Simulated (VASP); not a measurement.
Here is a VASP 6.6.1 calculation.

INCAR

```
SYSTEM = BaZrO3
ALGO = Normal
EDIFF = 1E-6
ENCUT = 1340
GGA = PE
GGA_COMPAT = .False.
ISIF = 2
ISMEAR = -1
LASPH = .True.
LCHARG = .True.
LELF = .True.
LREAL = .False.
LVHAR = .True.
LWAVE = .False.
NBANDS = 28
NELM = 120
PREC = Accurate
SIGMA = 0.02
```

File KPOINTS:

```
k-points
0
Gamma
  6 6 6
  0 0 0
```

File POSCAR:

```
BaZrO3
1.0
    4.2053404461      0.0000000000      0.0000000000
    0.0000000000      4.2053404461      0.0000000000
    0.0000000000      0.0000000000      4.2053404461
Ba Zr O
1 1 3
Direct
    0.0000000000      0.0000000000      0.0000000000
    0.5000000000      0.5000000000      0.5000000000
    0.5000000000      0.0000000000      0.5000000000
    0.5000000000      0.5000000000      0.0000000000
    0.0000000000      0.5000000000      0.5000000000
```

Potentials or basis: VASP PAW PBE potentials, release 64 (Ba_sv, Zr_sv, O_h).

The run is started by

```console
$ cat potpaw_PBE.64/Ba_sv/POTCAR potpaw_PBE.64/Zr_sv/POTCAR potpaw_PBE.64/O_h/POTCAR > POTCAR
$ mpirun -np 1 vasp_std > vasp.out
```

Problem. What does it give for the band gap on the k mesh?

Solution. 3.17 eV (least direct gap 3.40 eV).

Problem. Estimate the pressure.

Solution. 3.3 GPa.

Caveat: the cell stands under pressure; spin-orbit coupling is left out, which moves the levels of the heavy elements. A k mesh can miss the band edges.
